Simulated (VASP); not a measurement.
# Cs2B (Fm-3m) in VASP: a series of runs

The runs below take Cs2B through single point, relaxation of cell and atoms, with PBE.

Everything below comes from runs of VASP 6.6.1. Logs are shortened: lines on timing, memory, paths and dates and some standing lists are left out, and cuts for length are marked.

## (1) The cell of the first run

The structure is cubic, space group Fm-3m (No. 225). Conventional cell: a = 8.306 Å, b = 8.306 Å, c = 8.306 Å, α = 90.00°, β = 90.00°, γ = 90.00°. Within 4.7 Å of Cs (site symmetry -43m) lie 4 B at 3.60 Å and 6 Cs at 4.15 Å. Within 4.7 Å of B (site symmetry m-3m) lie 8 Cs at 3.60 Å.

## (2) Single point, PBE

Input file INCAR:

```
SYSTEM = Cs2B
PREC = Accurate
ENCUT = 520
EDIFF = 1E-6
ISMEAR = 0
SIGMA = 0.1
LREAL = .FALSE.
LASPH = .TRUE.
NELM = 80
ALGO = Normal
ISIF = 2
LWAVE = .FALSE.
LCHARG = .FALSE.
GGA = PE
NBANDS = 18
```

Input file KPOINTS:

```
regular mesh
0
G
  10 10 10
  0 0 0
```

Input file POSCAR:

```
Cs2B
1.0
    0.0000000000      4.1532462204      4.1532462204
    4.1532462204      0.0000000000      4.1532462204
    4.1532462204      4.1532462204      0.0000000000
Cs B
2 1
Direct
    0.2500000000      0.2500000000      0.2500000000
    0.7500000000      0.7500000000      0.7500000000
    0.0000000000      0.0000000000      0.0000000000
```

Potentials or basis: VASP PAW PBE potentials, release 64 (Cs_sv, B).

Started as:

```
$ cat potpaw_PBE.64/Cs_sv/POTCAR potpaw_PBE.64/B/POTCAR > POTCAR
$ mpirun -np 1 vasp_std > vasp.out
```

OUTCAR:

```text
SYSTEM = Cs2B
   PREC = Accurate
   ENCUT = 520
   EDIFF = 1E-6
   ISMEAR = 0
   LREAL = .FALSE.
   LASPH = .TRUE.
   NELM = 80
   ISIF = 2
   GGA = PE

 ion  position               nearest neighbor table
   1  0.250  0.250  0.250-
   2  0.750  0.750  0.750-
   3  0.000  0.000  0.000-

  LATTYP: Found a face centered cubic cell.
 ALAT       =     8.3064924408

  Lattice vectors:

 A1 = (   0.0000000000,   4.1532462204,   4.1532462204)
 A2 = (   4.1532462204,   0.0000000000,   4.1532462204)
 A3 = (   4.1532462204,   4.1532462204,   0.0000000000)

Analysis of symmetry for initial positions (statically):
=====================================================================
 Subroutine PRICEL returns:
 Original cell was already a primitive cell.

 Routine SETGRP: Setting up the symmetry group for a
 face centered cubic supercell.

 Subroutine GETGRP returns: Found 48 space group operations
 (whereof 48 operations were pure point group operations)
 out of a pool of 48 trial point group operations.

The static configuration has the point symmetry O_h .

Analysis of symmetry for dynamics (positions and initial velocities):
=====================================================================
 Subroutine PRICEL returns:
 Original cell was already a primitive cell.

 Routine SETGRP: Setting up the symmetry group for a
 face centered cubic supercell.

 Subroutine GETGRP returns: Found 48 space group operations
 (whereof 48 operations were pure point group operations)
 out of a pool of 48 trial point group operations.

The dynamic configuration has the point symmetry O_h .

 Subroutine INISYM returns: Found 48 space group operations
 (whereof 48 operations are pure point group operations),
 and found     1 'primitive' translations

----------------------------------------------------------------------------------------

                                     Primitive cell

  volume of cell :     143.2825

  direct lattice vectors                    reciprocal lattice vectors
     0.000000000  4.153246220  4.153246220    -0.120387758  0.120387758  0.120387758
     4.153246220  0.000000000  4.153246220     0.120387758 -0.120387758  0.120387758
     4.153246220  4.153246220  0.000000000     0.120387758  0.120387758 -0.120387758

  length of vectors
     5.873577133  5.873577133  5.873577133     0.208517713  0.208517713  0.208517713

  position of ions in fractional coordinates (direct lattice)
     0.250000000  0.250000000  0.250000000
     0.750000000  0.750000000  0.750000000
     0.000000000  0.000000000  0.000000000

  ion indices of the primitive-cell ions
   primitive index   ion index
                 1           1
                 2           2
                 3           3

----------------------------------------------------------------------------------------

 KPOINTS: regular mesh

Automatic generation of k-mesh.
 Grid dimensions read from file:
 generate k-points for:   10   10   10

 Generating k-lattice:

  Cartesian coordinates                     Fractional coordinates (reciprocal lattice)
    -0.012038776  0.012038776  0.012038776     0.100000000  0.000000000  0.000000000
     0.012038776 -0.012038776  0.012038776     0.000000000  0.100000000  0.000000000
     0.012038776  0.012038776 -0.012038776     0.000000000  0.000000000  0.100000000

  Length of vectors
     0.020851771  0.020851771  0.020851771

  Shift w.r.t. Gamma in fractional coordinates (k-lattice)
     0.000000000  0.000000000  0.000000000

 Subroutine IBZKPT returns following result:
 ===========================================

 Found     47 irreducible k-points:

 Following reciprocal coordinates:
            Coordinates               Weight
  0.000000  0.000000  0.000000      1.000000
  0.100000  0.000000  0.000000      8.000000
  0.200000  0.000000  0.000000      8.000000
  0.300000  0.000000  0.000000      8.000000
  0.400000  0.000000  0.000000      8.000000
  0.500000  0.000000  0.000000      4.000000
[... 16 lines left out ...]
  0.300000  0.300000  0.000000      6.000000
  0.400000  0.300000  0.000000     24.000000
 [... further k-points ...]
   k-points           NKPTS =     47   k-points in BZ     NKDIM =     47   number of bands    NBANDS=     18
   number of dos      NEDOS =    301   number of ions     NIONS =      3
   total plane-waves  NPLWV = 110592
   dimension x,y,z NGX =    48 NGY =   48 NGZ =   48
   dimension x,y,z NGXF=    96 NGYF=   96 NGZF=   96
   ions per type =               2   1
   NGX,Y,Z   is equivalent  to a cutoff of  13.59, 13.59, 13.59 a.u.
   NGXF,Y,Z  is equivalent  to a cutoff of  27.17, 27.17, 27.17 a.u.
 SYSTEM =  Cs2B
   PREC   = accura    normal or accurate (medium, high low for compatibility)
   ISTART =      0    job   : 0-new  1-cont  2-samecut
   ICHARG =      2    charge: 1-file 2-atom 10-const
   ISPIN  =      1    spin polarized calculation?
   LNONCOLLINEAR =      F non collinear calculations
   LSORBIT =      F    spin-orbit coupling
   LASPH  =      T    aspherical Exc in radial PAW
   ENCUT  =  520.0 eV  38.22 Ry    6.18 a.u.  10.92 10.92 10.92*2*pi/ulx,y,z
   NELM   =     80;   NELMIN=  2; NELMDL= -5     # of ELM steps
   EDIFF  = 0.1E-05   stopping-criterion for ELM
   LREAL  =      F    real-space projection
   EDIFFG = 0.1E-04   stopping-criterion for IOM
   NSW    =      0    number of steps for IOM
   IBRION =     -1    ionic relax: 0-MD 1-quasi-New 2-CG
   NFREE  =      0    steps in history (QN), initial steepest desc. (CG)
   ISIF   =      2    stress and relaxation
   ISYM   =      2    0-nonsym 1-usesym 2-fastsym
   POTIM  = 0.5000    time-step for ionic-motion
   TEBEG  =    0.0;   TEEND  =   0.0 temperature during run
   PSTRESS=    0.0 pullay stress
   NELECT =      21.0000    total number of electrons
   NUPDOWN=      -1.0000    fix difference up-down
   EMIN   =  10.00;   EMAX   =-10.00  energy-range for DOS
   EFERMI =   0.00;   METHOD = LEGACY
   ISMEAR =     0;   SIGMA  =   0.10  broadening in eV -4-tet -1-fermi 0-gaus
   EFERMI_NEDOS =   21; number of points for ismear=-14 and -15
   IALGO  =     38    algorithm
   IMIX   =      4    mixing-type and parameters
     AMIX     =   0.40;   BMIX     =  1.00
     AMIX_MAG =   1.60;   BMIX_MAG =  1.00
  volume/ion in A,a.u.               =      47.76       322.31
  Fermi-wavevector in a.u.,A,eV,Ry     =   0.863145  1.631107 10.136595  0.745019
  Thomas-Fermi vector in A             =   1.981051
   LORBIT       =      0    0 simple, 1 ext, 2 COOP (PROOUT), +10 PAW based schemes
   GGA     = PE    functional components
   LHFCALC =     F    Hartree Fock is set to
   AEXX    =    0.0000 exact exchange contribution
   IVDW    =     0    specifies the selected vdW correction
   LEPSILON=     F    determine dielectric tensor
   LRPA    =     F    only Hartree local field effects (RPA)
 non-spin polarized calculation
 Gauss-broadening in eV      SIGMA  =   0.10
  energy-cutoff  :      520.00
  volume of cell :      143.28
 maximum number of plane-waves:      3892
 NGX is ok and might be reduce to    48
   NGX = 21   NGY = 21   NGZ = 21

 number of electron      21.0000001 magnetization

 Free energy of the ion-electron system (eV)
  ---------------------------------------------------
  ext. energy  EPLUGINS =         0.00000000
  ---------------------------------------------------
  free energy    TOTEN  =        -4.47988065 eV

  energy without entropy =       -4.44368180  energy(sigma->0) =       -4.46178122

 E-fermi :   1.5105     XC(G=0):  -7.2328

 val. band max:        1.5039251854   @ k =  -0.3000   0.3000   0.1000
 cond. band min:       1.5105541018   @ k =   0.4000   0.2000   0.1000
 fundamental gap:      0.0066289165
 Fermi energy:         1.5104721697

 k-point     1 :       0.0000    0.0000    0.0000
  band No.  band energies     occupation
      1     -21.3997      2.00000
      2     -21.2081      2.00000
      3      -8.4222      2.00000
      4      -8.4222      2.00000
      5      -8.4222      2.00000
      6      -7.8677      2.00000
[... 10 lines left out ...]
     17       5.8470      0.00000
     18       5.8470      0.00000

 k-point     2 :       0.1000    0.0000    0.0000
  band No.  band energies     occupation
      1     -21.3949      2.00000
      2     -21.2127      2.00000
      3      -8.4170      2.00000
      4      -8.4115      2.00000
      5      -8.4115      2.00000
      6      -7.8982      2.00000
[... 10 lines left out ...]
     17       5.8470      0.00000
     18       5.8470      0.00000

 k-point     3 :       0.2000    0.0000    0.0000
  band No.  band energies     occupation
      1     -21.3810      2.00000
      2     -21.2260      2.00000
      3      -8.4012      2.00000
      4      -8.3798      2.00000
      5      -8.3798      2.00000
      6      -7.9777      2.00000
[... 10 lines left out ...]
     17       5.8276      0.00000
     18       5.8276      0.00000

 k-point     4 :       0.3000    0.0000    0.0000
  band No.  band energies     occupation
      1     -21.3594      2.00000
      2     -21.2468      2.00000
      3      -8.3741      2.00000
      4      -8.3282      2.00000
      5      -8.3282      2.00000
      6      -8.0789      2.00000
[... 375 lines left out ...]
      4      -8.2506      2.00000
      5      -8.2148      2.00000
      6      -8.1984      2.00000
[... 10 lines left out ...]
     17       5.7469      0.00000
     18       6.3532      0.00000

 k-point    23 :       0.3000    0.3000    0.0000
  band No.  band energies     occupation
      1     -21.3563      2.00000
      2     -21.2484      2.00000
      3      -8.5153      2.00000
      4      -8.5153      2.00000
      5      -8.4838      2.00000
      6      -7.9671      2.00000
[... 10 lines left out ...]
     17       5.5297      0.00000
     18       5.5297      0.00000

 k-point    24 :       0.4000    0.3000    0.0000
  band No.  band energies     occupation
      1     -21.3439      2.00000
      2     -21.2600      2.00000
      3      -8.5926      2.00000
      4      -8.5230      2.00000
      5      -8.5195      2.00000
      6      -7.8666      2.00000
[... 10 lines left out ...]
     17       5.5210      0.00000
     18       5.7292      0.00000

 [... further k-points ...]
[... 5 lines left out ...]
  --------------------------------------------------------------------------------------
  -------------------------------------------------------------------------------------
  Total        0.0268370      0.0268370      0.0268370     -0.0000000     -0.0000000      0.0000000
  in kB        0.3000895      0.3000895      0.3000895     -0.0000000     -0.0000000      0.0000000
  external PRESSURE =       0.3000895 kB  Pullay stress =       0.0000000 kB

 VOLUME and BASIS-vectors are now :
 -----------------------------------------------------------------------------
  energy-cutoff  :      520.00
  volume of cell :      143.28
      direct lattice vectors                 reciprocal lattice vectors
     0.000000000  4.153246220  4.153246220    -0.120387758  0.120387758  0.120387758
     4.153246220  0.000000000  4.153246220     0.120387758 -0.120387758  0.120387758
     4.153246220  4.153246220  0.000000000     0.120387758  0.120387758 -0.120387758

 POSITION                                       TOTAL-FORCE (eV/Angst)
 -----------------------------------------------------------------------------------
      2.07662      2.07662      2.07662         0.000000      0.000000      0.000000
      6.22987      6.22987      6.22987        -0.000000     -0.000000     -0.000000
      0.00000      0.00000      0.00000        -0.000000     -0.000000     -0.000000
 -----------------------------------------------------------------------------------
    total drift:                               -0.000000     -0.000000     -0.000000

  FREE ENERGIE OF THE ION-ELECTRON SYSTEM (eV)
  ---------------------------------------------------
  free  energy   TOTEN  =        -4.4798806491 eV

  energy  without entropy=       -4.4436817988  energy(sigma->0) =       -4.46178122
```

Wall time 1.9 min (1 thread of Oxide Virtual Turin-like, shared host); peak memory 0.33 GiB.

What came out:

- Free energy: -4.4799 eV
- Pressure: 0.0 GPa
- Band gap on the k mesh: zero (an odd number of electrons rules out a gap without spin polarisation)

Caveat: spin-orbit coupling is left out, which moves the levels of the heavy elements.

(Continued in part 2 of 2.)
